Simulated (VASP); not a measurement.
Here is a VASP 6.6.1 calculation.

The input POSCAR:

```
C
1.0
    2.1211553407     -1.2246524976     -0.0056071119
    2.1211553407      1.2246524976     -0.0056071119
   -1.3843057217      0.0000000000      4.1180034483
C
2
Direct
    0.1666680369      0.1666680369      1.0000039934
    0.8333319631      0.8333319631     -0.0000039934
```

The input INCAR.step1:

```
PREC = Accurate ; ENCUT = 520
EDIFF = 1E-5 ; ISMEAR = -1
SIGMA = 0.05 ; LREAL = F
LASPH = T ; NELM = 100
ALGO = Normal ; ISIF = 2
LWAVE = T ; GGA = PE
NBANDS = 11
```

INCAR.step2

```
PREC = Accurate ; ENCUT = 520
EDIFF = 1E-6 ; ISMEAR = -1
SIGMA = 0.05 ; LREAL = F
LASPH = T ; NELM = 100
ALGO = Normal ; ISIF = 2
LWAVE = F ; LCHARG = T
GGA = PE ; LHFCALC = T
HFSCREEN = 0.2079 ; PRECFOCK = Normal
LELF = T ; LVHAR = T
ISTART = 1 ; NBANDS = 11
```

Contents of KPOINTS:

```
Automatic mesh
0
Gamma
  7 7 4
```

Potentials or basis: VASP PAW PBE potentials, release 64 (C).

Launch:

```sh
$ cat potpaw_PBE.64/C/POTCAR > POTCAR
$ cp INCAR.step1 INCAR
$ mpirun -np 1 vasp_std > vasp.out
$ cp INCAR.step2 INCAR
$ mpirun -np 1 vasp_std > vasp.out
```

Q: Estimate the pressure.

A: 0.5 GPa.

Stress tensor (GPa, compression positive):
```
 0.79  0.00  0.00
 0.00  0.79  0.00
 0.00  0.00 -0.07
```

Caveat: the k points lie up to 0.43 Å⁻¹ apart; this functional lacks dispersion, which binds layers or chains, so the pressure and a relaxed spacing across them are unreliable; the PAW data sets were made with another functional, which shifts forces and pressure a little.
